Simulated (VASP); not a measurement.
**Cd2S: single point with r2SCAN**

Cd2S:

```
Cd S
1.0
     4.04039    0.00000    0.00000
    -2.02019    3.49908    0.00000
     0.00000    0.00000    5.92313
Cd S
2 1
Direct
  0.33333 0.66667 0.93272
  0.66667 0.33333 0.57873
  0.33333 0.66667 0.36571
```

```yaml
Program: VASP 6.6.1
Task: single point
Functional: r2SCAN
Potentials_or_basis: VASP PAW PBE potentials, release 64 (Cd, S)
Cutoff: 520 eV
k_mesh: 8 × 8 × 5
Occupations: fermi-dirac, width 0.05 eV
Spin: no spin polarisation
```

```yaml
Pressure: -3.6 GPa
Largest_force: 0.230 eV/Å
Band_gap_on_the_k_mesh: 0.32 eV, indirect (least direct gap 0.60 eV)
```

Forces in eV/Å, atoms in the order of the input:
```
Cd   0.000  0.000  0.140
Cd   0.000  0.000 -0.230
S    0.000  0.000  0.090
```

Stress tensor (GPa, compression positive):
```
-3.25  0.00  0.00
 0.00 -3.25  0.00
 0.00  0.00 -4.44
```

Levels at points of the mesh, in eV from the valence-band top:
```csv
k point,band 12,band 13,band 14,band 15,band 16,band 17,band 18,band 19
"(0.00, 0.00, 0.00)",-4.38,-3.60,-0.80,-0.80,3.44,5.21,7.09,7.09
"(0.50, 0.00, 0.00)",-4.30,-2.94,-1.60,-1.19,0.64,3.38,5.01,5.92
```

It took 2.1 min on 1 thread of AMD EPYC 9R45 96-Core Processor (Zen 5), with other jobs on the host, peak memory 0.21 GiB.

Caveat: the PAW data sets were made with another functional, which shifts forces and pressure a little. A k mesh can miss the band edges.
